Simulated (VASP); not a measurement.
**SnO2: single point with PBEsol**

Crystal: SnO2.

```
Sn O
1.0
     1.52515    0.88055    4.52797
    -1.52515    0.88055    4.52797
     0.00000   -1.76109    4.52797
Sn O
1 2
Direct
  0.50000 0.50000 0.50000
  0.24144 0.24144 0.24144
  0.75856 0.75856 0.75856
```

```
Program             : VASP 6.6.1
Task                : single point
Functional          : PBEsol
Potentials or basis : VASP PAW PBE potentials, release 64 (Sn_d, O)
Cutoff              : 520 eV
k mesh              : 12 × 12 × 12
Occupations         : gaussian, width 0.05 eV
Spin                : no spin polarisation
```

* Pressure: 23.1 GPa
* Largest force: 0.961 eV/Å
* Band gap on the k mesh: 2.84 eV, indirect (least direct gap 3.05 eV)

Forces on the atoms (eV/Å):
```
Sn   0.000  0.000  0.000
O    0.000  0.000  0.961
O    0.000  0.000 -0.961
```

Stress tensor (GPa, compression positive):
```
29.81  0.00  0.00
 0.00 29.81  0.00
 0.00  0.00  9.64
```

Levels at points of the mesh, in eV from the valence-band top:
| k point | band 11 | band 12 | band 13 | band 14 | band 15 | band 16 |
| --- | --- | --- | --- | --- | --- | --- |
| (0.00, 0.00, 0.00) | -0.79 | -0.79 | -0.21 | 2.84 | 6.21 | 12.40 |
| (0.50, 0.00, 0.00) | -1.99 | -0.84 | -0.64 | 6.65 | 8.34 | 11.30 |
| (0.50, 0.50, 0.00) | -1.50 | -0.41 | 0.00 | 6.13 | 7.37 | 12.04 |
| (0.50, 0.50, 0.50) | -1.50 | -0.70 | -0.70 | 4.40 | 6.37 | 12.69 |

It took 3 min on 1 thread of Intel(R) Xeon(R) Platinum 8259CL CPU @ 2.50GHz (Skylake/Cascade Lake), on a shared host, peak memory 0.29 GiB.

Caveat: the PAW data sets were made with another functional, which shifts forces and pressure a little; spin-orbit coupling is left out, which moves the levels of the heavy elements. A k mesh can miss the band edges.
